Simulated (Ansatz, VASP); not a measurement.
**CSO: VASP beside Ansatz**

```
O C S
1.0
     7.35823    0.00000    0.00000
     0.00000    7.35823    0.00000
     0.00000    0.00000    7.35823
O C S
6 6 6
Direct
  0.46407 0.17571 0.02789
  0.09171 0.39302 0.81831
  0.37095 0.65443 0.50079
  0.03766 0.66938 0.12811
  0.75553 0.04063 0.41295
  0.41901 0.01531 0.63287
  0.47517 0.01797 0.04562
  0.04840 0.25120 0.87580
  0.46348 0.56783 0.59673
  0.91939 0.57114 0.16836
  0.84170 0.92840 0.48550
  0.33504 0.10336 0.53102
  0.48897 0.80750 0.07030
  0.98970 0.06246 0.95323
  0.58631 0.45123 0.72506
  0.76360 0.43700 0.22248
  0.95737 0.77822 0.58104
  0.22189 0.22157 0.39515
```

Alike in both runs: functional PBE; dispersion D3(BJ); k mesh 1 × 1 × 1; occupations fermi-dirac, width 0.02 eV; no spin polarisation.

Ansatz relaxed the structure, and its values are those at the end. VASP's run is a single point on that final structure, the one shown.

|  | VASP | Ansatz |
| --- | --- | --- |
| version | VASP 6.6.1 | Ansatz 0.2.0 |
| potentials or method | VASP PAW PBE potentials, release 64 (O, C, S), cutoff 520 eV | scalar-relativistic, plane waves, PAW |
| valence electrons in the cell | 96 | 96 |

|  | VASP | Ansatz | Ansatz less VASP |
| --- | --- | --- | --- |
| gap on the k mesh at the Fermi level (eV) | 4.53 | 4.52 | -0.005 |
| rms of the force components (eV/Å) | 0.384 | 0.046 | -0.3373 |

One of these differences is far larger than is usual between the two programs; its cause wasn't traced.

Noted on VASP's run: the standard files for N, O and F lose accuracy on very short bonds.
